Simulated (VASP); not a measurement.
# Cd (Fm-3m) in VASP: further runs

Cd is run at these levels: PBE; tasks: single point, relaxation of cell and atoms.

Everything below comes from runs of VASP 6.6.1. Logs are shortened: lines on timing, memory, paths and dates and some standing lists are left out, and cuts for length are marked.

## Step 1: The cell of the first run

Symmetry: Fm-3m, No. 225, cubic system. Conventional cell: a = 4.502 Å, b = 4.502 Å, c = 4.502 Å, α = 90.00°, β = 90.00°, γ = 90.00°. Within 4.2 Å of Cd (site symmetry m-3m) lie 12 Cd at 3.18 Å.

This isn't the form of Cd at room conditions, which is hcp.

## Step 2: Single point, PBE

INCAR reads:

```
PREC = Accurate
ENCUT = 520
EDIFF = 1E-6
ISMEAR = -1
SIGMA = 0.08
LREAL = F
LASPH = T
NELM = 80
ALGO = Normal
ISIF = 2
LWAVE = F
LCHARG = F
GGA = PE
NBANDS = 12
```

KPOINTS reads:

```
regular mesh
0
Gamma
  15 15 15
```

POSCAR reads:

```
Cd
1.0
    0.0000000000      2.2507733365      2.2507733365
    2.2507733365      0.0000000000      2.2507733365
    2.2507733365      2.2507733365      0.0000000000
Cd
1
Direct
    0.0000000000      0.0000000000      0.0000000000
```

Potentials or basis: VASP PAW PBE potentials, release 64 (Cd).

Run with:

```console
> cat potpaw_PBE.64/Cd/POTCAR > POTCAR
> mpirun -np 1 vasp_std > vasp.out
```

OUTCAR:

```text
PREC = Accurate
   ENCUT = 520
   EDIFF = 1E-6
   ISMEAR = -1
   LREAL = F
   LASPH = T
   NELM = 80
   ISIF = 2
   GGA = PE

 ion  position               nearest neighbor table
   1  0.000  0.000  0.000-

  LATTYP: Found a face centered cubic cell.
 ALAT       =     4.5015466730

  Lattice vectors:

 A1 = (   0.0000000000,   2.2507733365,   2.2507733365)
 A2 = (   2.2507733365,   0.0000000000,   2.2507733365)
 A3 = (   2.2507733365,   2.2507733365,   0.0000000000)

Analysis of symmetry for initial positions (statically):
=====================================================================
 Subroutine PRICEL returns:
 Original cell was already a primitive cell.

 Routine SETGRP: Setting up the symmetry group for a
 face centered cubic supercell.

 Subroutine GETGRP returns: Found 48 space group operations
 (whereof 48 operations were pure point group operations)
 out of a pool of 48 trial point group operations.

The static configuration has the point symmetry O_h .

Analysis of symmetry for dynamics (positions and initial velocities):
=====================================================================
 Subroutine PRICEL returns:
 Original cell was already a primitive cell.

 Routine SETGRP: Setting up the symmetry group for a
 face centered cubic supercell.

 Subroutine GETGRP returns: Found 48 space group operations
 (whereof 48 operations were pure point group operations)
 out of a pool of 48 trial point group operations.

The dynamic configuration has the point symmetry O_h .

 Subroutine INISYM returns: Found 48 space group operations
 (whereof 48 operations are pure point group operations),
 and found     1 'primitive' translations

----------------------------------------------------------------------------------------

                                     Primitive cell

  volume of cell :      22.8047

  direct lattice vectors                    reciprocal lattice vectors
     0.000000000  2.250773336  2.250773336    -0.222145870  0.222145870  0.222145870
     2.250773336  0.000000000  2.250773336     0.222145870 -0.222145870  0.222145870
     2.250773336  2.250773336  0.000000000     0.222145870  0.222145870 -0.222145870

  length of vectors
     3.183074178  3.183074178  3.183074178     0.384767933  0.384767933  0.384767933

  position of ions in fractional coordinates (direct lattice)
     0.000000000  0.000000000  0.000000000

  ion indices of the primitive-cell ions
   primitive index   ion index
                 1           1

----------------------------------------------------------------------------------------

 KPOINTS: regular mesh

Automatic generation of k-mesh.
 Grid dimensions read from file:
 generate k-points for:   15   15   15

 Generating k-lattice:

  Cartesian coordinates                     Fractional coordinates (reciprocal lattice)
    -0.014809725  0.014809725  0.014809725     0.066666667  0.000000000  0.000000000
     0.014809725 -0.014809725  0.014809725     0.000000000  0.066666667  0.000000000
     0.014809725  0.014809725 -0.014809725     0.000000000  0.000000000  0.066666667

  Length of vectors
     0.025651196  0.025651196  0.025651196

  Shift w.r.t. Gamma in fractional coordinates (k-lattice)
     0.000000000  0.000000000  0.000000000

 Subroutine IBZKPT returns following result:
 ===========================================

 Found    120 irreducible k-points:

 Following reciprocal coordinates:
            Coordinates               Weight
  0.000000  0.000000  0.000000      1.000000
  0.066667  0.000000  0.000000      8.000000
  0.133333  0.000000  0.000000      8.000000
  0.200000  0.000000  0.000000      8.000000
  0.266667  0.000000  0.000000      8.000000
  0.333333  0.000000  0.000000      8.000000
[... 16 lines left out ...]
  0.133333  0.133333  0.000000      6.000000
  0.200000  0.133333  0.000000     24.000000
 [... further k-points ...]
   k-points           NKPTS =    120   k-points in BZ     NKDIM =    120   number of bands    NBANDS=     12
   number of dos      NEDOS =    301   number of ions     NIONS =      1
   total plane-waves  NPLWV =  13824
   dimension x,y,z NGX =    24 NGY =   24 NGZ =   24
   dimension x,y,z NGXF=    48 NGYF=   48 NGZF=   48
   ions per type =               1
   NGX,Y,Z   is equivalent  to a cutoff of  12.53, 12.53, 12.53 a.u.
   NGXF,Y,Z  is equivalent  to a cutoff of  25.07, 25.07, 25.07 a.u.
 SYSTEM =  unknown system
   PREC   = accura    normal or accurate (medium, high low for compatibility)
   ISTART =      0    job   : 0-new  1-cont  2-samecut
   ICHARG =      2    charge: 1-file 2-atom 10-const
   ISPIN  =      1    spin polarized calculation?
   LNONCOLLINEAR =      F non collinear calculations
   LSORBIT =      F    spin-orbit coupling
   LASPH  =      T    aspherical Exc in radial PAW
   ENCUT  =  520.0 eV  38.22 Ry    6.18 a.u.   5.92  5.92  5.92*2*pi/ulx,y,z
   NELM   =     80;   NELMIN=  2; NELMDL= -5     # of ELM steps
   EDIFF  = 0.1E-05   stopping-criterion for ELM
   LREAL  =      F    real-space projection
   EDIFFG = 0.1E-04   stopping-criterion for IOM
   NSW    =      0    number of steps for IOM
   IBRION =     -1    ionic relax: 0-MD 1-quasi-New 2-CG
   NFREE  =      0    steps in history (QN), initial steepest desc. (CG)
   ISIF   =      2    stress and relaxation
   ISYM   =      2    0-nonsym 1-usesym 2-fastsym
   POTIM  = 0.5000    time-step for ionic-motion
   TEBEG  =    0.0;   TEEND  =   0.0 temperature during run
   PSTRESS=    0.0 pullay stress
   NELECT =      12.0000    total number of electrons
   NUPDOWN=      -1.0000    fix difference up-down
   EMIN   =  10.00;   EMAX   =-10.00  energy-range for DOS
   EFERMI =   0.00;   METHOD = LEGACY
   ISMEAR =    -1;   SIGMA  =   0.08  broadening in eV -4-tet -1-fermi 0-gaus
   EFERMI_NEDOS =   21; number of points for ismear=-14 and -15
   IALGO  =     38    algorithm
   IMIX   =      4    mixing-type and parameters
     AMIX     =   0.40;   BMIX     =  1.00
     AMIX_MAG =   1.60;   BMIX_MAG =  1.00
  volume/ion in A,a.u.               =      22.80       153.89
  Fermi-wavevector in a.u.,A,eV,Ry     =   1.321682  2.497616 23.767229  1.746842
  Thomas-Fermi vector in A             =   2.451418
   LORBIT       =      0    0 simple, 1 ext, 2 COOP (PROOUT), +10 PAW based schemes
   GGA     = PE    functional components
   LHFCALC =     F    Hartree Fock is set to
   AEXX    =    0.0000 exact exchange contribution
   IVDW    =     0    specifies the selected vdW correction
   LEPSILON=     F    determine dielectric tensor
   LRPA    =     F    only Hartree local field effects (RPA)
 non-spin polarized calculation
  energy-cutoff  :      520.00
  volume of cell :       22.80
 maximum number of plane-waves:       628
   NGX = 11   NGY = 11   NGZ = 11

 number of electron      11.9999992 magnetization

 Free energy of the ion-electron system (eV)
  ---------------------------------------------------
  ext. energy  EPLUGINS =         0.00000000
  ---------------------------------------------------
  free energy    TOTEN  =        -0.74279865 eV

  energy without entropy =       -0.73484958  energy(sigma->0) =       -0.73882411

 E-fermi :   2.4789     XC(G=0): -10.7567

 val. band max:        2.4151966866   @ k =   0.4667   0.0667   0.0000
 cond. band min:       2.5268496402   @ k =  -0.4667   0.2000   0.0000
 fundamental gap:      0.1116529536
 Fermi energy:         2.4788645675

 k-point     1 :       0.0000    0.0000    0.0000
  band No.  band energies     occupation
      1      -6.4975      2.00000
      2      -6.4975      2.00000
      3      -6.4975      2.00000
      4      -6.0859      2.00000
      5      -6.0859      2.00000
      6      -5.9404      2.00000
      7      16.2664      0.00000
      8      17.0451      0.00000
      9      17.0451      0.00000
     10      17.0451      0.00000
     11      20.3499      0.00000
     12      20.3499      0.00000

 k-point     2 :       0.0667    0.0000    0.0000
  band No.  band energies     occupation
      1      -6.5083      2.00000
      2      -6.4804      2.00000
      3      -6.4804      2.00000
      4      -6.0899      2.00000
      5      -6.0899      2.00000
      6      -5.8280      2.00000
      7      15.3340      0.00000
      8      16.4688      0.00000
      9      16.8566      0.00000
     10      16.8566      0.00000
     11      20.6736      0.00000
     12      20.6737      0.00000

 k-point     3 :       0.1333    0.0000    0.0000
  band No.  band energies     occupation
      1      -6.5532      2.00000
      2      -6.4396      2.00000
      3      -6.4396      2.00000
      4      -6.0928      2.00000
      5      -6.0928      2.00000
      6      -5.4749      2.00000
      7      12.9088      0.00000
      8      16.4278      0.00000
      9      16.4352      0.00000
     10      16.4352      0.00000
     11      20.6966      0.00000
     12      21.4147      0.00000
[... 286 lines left out ...]
 k-point    23 :       0.1333    0.1333    0.0000
  band No.  band energies     occupation
      1      -6.5962      2.00000
      2      -6.3762      2.00000
      3      -6.3762      2.00000
      4      -6.2283      2.00000
      5      -6.0341      2.00000
      6      -5.3114      2.00000
      7      14.5067      0.00000
      8      14.5067      0.00000
      9      15.2499      0.00000
     10      15.5547      0.00000
     11      18.5272      0.00000
     12      22.4805      0.00000

 k-point    24 :       0.2000    0.1333    0.0000
  band No.  band energies     occupation
      1      -6.6388      2.00000
      2      -6.3341      2.00000
      3      -6.3199      2.00000
      4      -6.2882      2.00000
      5      -6.0023      2.00000
      6      -4.8695      2.00000
      7      12.3523      0.00000
      8      13.7747      0.00000
      9      15.0192      0.00000
     10      16.3613      0.00000
     11      16.9687      0.00000
     12      22.4529      0.00000

 [... further k-points ...]
[... 5 lines left out ...]
  --------------------------------------------------------------------------------------
  -------------------------------------------------------------------------------------
  Total        0.0404591      0.0404591      0.0404591     -0.0000000     -0.0000000      0.0000000
  in kB        2.8425090      2.8425090      2.8425090     -0.0000000     -0.0000000      0.0000000
  external PRESSURE =       2.8425090 kB  Pullay stress =       0.0000000 kB

 VOLUME and BASIS-vectors are now :
 -----------------------------------------------------------------------------
  energy-cutoff  :      520.00
  volume of cell :       22.80
      direct lattice vectors                 reciprocal lattice vectors
     0.000000000  2.250773336  2.250773336    -0.222145870  0.222145870  0.222145870
     2.250773336  0.000000000  2.250773336     0.222145870 -0.222145870  0.222145870
     2.250773336  2.250773336  0.000000000     0.222145870  0.222145870 -0.222145870

 POSITION                                       TOTAL-FORCE (eV/Angst)
 -----------------------------------------------------------------------------------
      0.00000      0.00000      0.00000         0.000000      0.000000      0.000000
 -----------------------------------------------------------------------------------
    total drift:                               -0.000000      0.000000     -0.000000

  FREE ENERGIE OF THE ION-ELECTRON SYSTEM (eV)
  ---------------------------------------------------
  free  energy   TOTEN  =        -0.7427986463 eV

  energy  without entropy=       -0.7348495797  energy(sigma->0) =       -0.73882411
```

Run time: 7.8 s. Hardware: 1 thread of Intel Xeon 6975P-C (Granite Rapids), shared host; peak memory 0.15 GiB.

Results:

```yaml
Free_energy: -0.7428 eV
Pressure: 0.3 GPa
Band_gap_on_the_k_mesh: zero (bands 6 and 7 overlap by 2.56 eV)
```

Levels at points of the mesh, in eV from the Fermi level:
```
           k point  band 2  band 3  band 4  band 5  band 6  band 7  band 8  band 9  band 10  band 11
(0.00, 0.00, 0.00)   -8.98   -8.98   -8.56   -8.56   -8.42   13.79   14.57   14.57    14.57    17.87
```

## Step 3: Relaxation of cell and atoms, PBE, target pressure 0.046 GPa, at which the enthalpy is minimised

INCAR reads:

```
  PREC = Accurate
  ENCUT = 600
  EDIFF = 1E-6
  ISMEAR = -1
  SIGMA = 0.08
  LREAL = False
  LASPH = True
  NELM = 100
  ALGO = Normal
  ISIF = 3
  LWAVE = False
  LCHARG = False
  GGA = PE
  IBRION = 2
  NSW = 60
  EDIFFG = -0.005
  PSTRESS = 0.45999999999999996
```

KPOINTS reads:

```
Automatic mesh
0
Gamma
  15 15 15
```

POSCAR is that of step 2.

Potentials or basis: VASP PAW PBE potentials, release 64 (Cd).

Run with:

```console
> cat potpaw_PBE.64/Cd/POTCAR > POTCAR
> mpirun -np 1 vasp_std > vasp.out
```

Run time: 20 s. Hardware: 1 thread of Intel Xeon 6975P-C (Granite Rapids), shared host; peak memory 0.18 GiB.

It converged, with:

| Item | Value |
| --- | --- |
| Free energy | -0.7425 eV |
| Relaxed volume | 22.87 Å³/atom |
| Relaxed cell | a = 3.186 Å, b = 3.186 Å, c = 3.186 Å, α = 60.00°, β = 60.00°, γ = 60.00° |
| Space group after relaxing (to 0.1 Å) | Fm-3m (No. 225) |
| Energy change on relaxing (the run minimises the enthalpy) | -0.1 meV/atom |
| Ionic steps | 2 |
| Pressure after relaxing | 0.1 GPa |
| Band gap on the k mesh | zero (bands 6 and 7 overlap by 2.55 eV) |

Final structure:
```
Cd
1.0
     0.00000    2.25291    2.25291
     2.25291    0.00000    2.25291
     2.25291    2.25291    0.00000
Cd
1
Direct
  0.00000 0.00000 0.00000
```

Levels at points of the mesh, in eV from the Fermi level:
| k point | band 4 | band 5 | band 6 | band 7 | band 8 | band 9 |
| --- | --- | --- | --- | --- | --- | --- |
| (0.00, 0.00, 0.00) | -8.56 | -8.56 | -8.40 | 13.78 | 14.54 | 14.54 |

Caveat: the cell is relaxed towards a set pressure, so the run minimises the enthalpy, not the energy.
